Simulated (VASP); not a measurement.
Input of a VASP 6.6.1 run:

The input INCAR:

```
PREC     = Accurate       # precision mode
ENCUT    = 520            # plane-wave cutoff, eV
EDIFF    = 1E-7           # SCF threshold, eV
ISMEAR   = -1             # smearing method
SIGMA    = 0.05           # smearing width, eV
LREAL    = False          # projectors in reciprocal space
LASPH    = True           # aspherical terms in the spheres
NELM     = 100            # most SCF steps
ALGO     = Normal         # electronic algorithm
ISIF     = 2              # what is computed and relaxed
LWAVE    = False          # write WAVECAR
LCHARG   = False          # write CHGCAR
GGA      = CA             # functional
NBANDS   = 10             # bands
```

KPOINTS

```
regular mesh
0
Gamma
  10 10 10
```

Contents of POSCAR:

```
Rb
1.0
    3.5841259402      0.0000000000      0.0000000000
    0.0000000000      3.5841259402      0.0000000000
    0.0000000000      0.0000000000      3.5841259402
Rb
1
Direct
    0.0000000000      0.0000000000      0.0000000000
```

Potentials or basis: VASP PAW LDA potentials, release 64 (Rb_sv).

The run is started by

```bash
$ cat potpaw_LDA.64/Rb_sv/POTCAR > POTCAR
$ mpirun -np 1 vasp_std > vasp.out
```

(1) Estimate the band gap on the k mesh.

(2) Predict the pressure.

Answers

(1) zero (an odd number of electrons rules out a gap without spin polarisation).

(2) 4.3 GPa.

Caveat: the cell stands under pressure.
